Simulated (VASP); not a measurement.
A run of VASP 6.6.1 is set up as follows.

The input POSCAR:

```
SrCd
1.0
    4.0030000000      0.0000000000      0.0000000000
    0.0000000000      4.0030000000      0.0000000000
    0.0000000000      0.0000000000      4.0030000000
Sr Cd
1 1
Direct
    0.5000000000      0.5000000000      0.5000000000
    0.0000000000      0.0000000000      0.0000000000
```

INCAR.step1

```
SYSTEM = SrCd
PREC = Accurate
ENCUT = 600
ISMEAR = -1
SIGMA = 0.08
LREAL = .FALSE.
LASPH = .TRUE.
NELM = 60
GGA = PE
ALGO = Normal
EDIFF = 1E-4
LWAVE = .TRUE.
LCHARG = .FALSE.
```

File INCAR.step2:

```
SYSTEM = SrCd
PREC = Accurate
ENCUT = 600
EDIFF = 1E-6
ISMEAR = -1
SIGMA = 0.08
LREAL = .FALSE.
LASPH = .TRUE.
NELM = 60
ALGO = Normal
ISIF = 3
LWAVE = .FALSE.
LCHARG = .FALSE.
METAGGA = R2SCAN
LMIXTAU = .TRUE.
IBRION = 2
NSW = 100
EDIFFG = -0.002
ISTART = 1
```

File KPOINTS:

```
Automatic mesh
0
G
  10 10 10
  0 0 0
```

Potentials or basis: VASP PAW PBE potentials, release 64 (Sr_sv, Cd).

The run is started by

```console
$ cat potpaw_PBE.64/Sr_sv/POTCAR potpaw_PBE.64/Cd/POTCAR > POTCAR
$ cp INCAR.step1 INCAR
$ mpirun -np 1 vasp_std > vasp.out
$ cp INCAR.step2 INCAR
$ mpirun -np 1 vasp_std > vasp.out
```

Question: Estimate the relaxed cell.

Answer: a = 4.045 Å, b = 4.045 Å, c = 4.045 Å, α = 90.00°, β = 90.00°, γ = 90.00°.

Question: Predict the space group after relaxing (to 0.05 Å).

Answer: Pm-3m (No. 221).

Final structure:
```cif
data_structure
_symmetry_space_group_name_H-M 'P 1'
_symmetry_Int_Tables_number 1
_cell_length_a 4.0448
_cell_length_b 4.0448
_cell_length_c 4.0448
_cell_angle_alpha 90.000
_cell_angle_beta 90.000
_cell_angle_gamma 90.000
_cell_volume 66.18
loop_
_atom_site_label
_atom_site_type_symbol
_atom_site_fract_x
_atom_site_fract_y
_atom_site_fract_z
_atom_site_occupancy
Sr1 Sr 0.50000 0.50000 0.50000 1
Cd1 Cd 0.00000 0.00000 0.00000 1
```

 Zero-point motion and thermal expansion aren't in these numbers.
